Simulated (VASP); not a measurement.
The system is HfN.

```
Hf N
1.0
     0.00000    2.45482    2.45482
     2.45482    0.00000    2.45482
     2.45482    2.45482    0.00000
Hf N
1 1
Direct
  0.00000 0.00000 0.00000
  0.25000 0.25000 0.25000
```

* Program: VASP 6.6.1
* Task: relaxation of cell and atoms
* Functional: LDA
* Potentials or basis: VASP PAW LDA potentials, release 64 (Hf_pv, N)
* Cutoff: 600 eV
* k mesh: 9 × 9 × 9
* Occupations: fermi-dirac, width 0.05 eV
* Spin: no spin polarisation

At the start: pressure -10.0 GPa; volume 14.79 Å³/atom.

Question: Where does the relaxation end?

Answer: Over 4 steps the energy falls by 24.2 meV/atom and the volume is 14.06 Å³/atom (-5.0 %); space group F-43m (No. 216, to 0.05 Å).

The path:
```
step  energy change (eV)  largest force (eV/Å)  pressure (GPa)  volume (Å³)
   1              0.0000                0.0000          -10.04        29.59
   2              0.1045                0.0000           22.69        25.79
   3             -0.0483                0.0000           -0.30        28.15
   4             -0.0483                0.0000           -0.03        28.12
```

Final structure:
```yaml
crystal:
  lattice:
    - [0.00000, 2.41352, 2.41352]
    - [2.41352, 0.00000, 2.41352]
    - [2.41352, 2.41352, 0.00000]
  atoms:
    - { symbol: Hf, position: [0.00000, 0.00000, 0.00000] }
    - { symbol: N, position: [0.25000, 0.25000, 0.25000] }
```
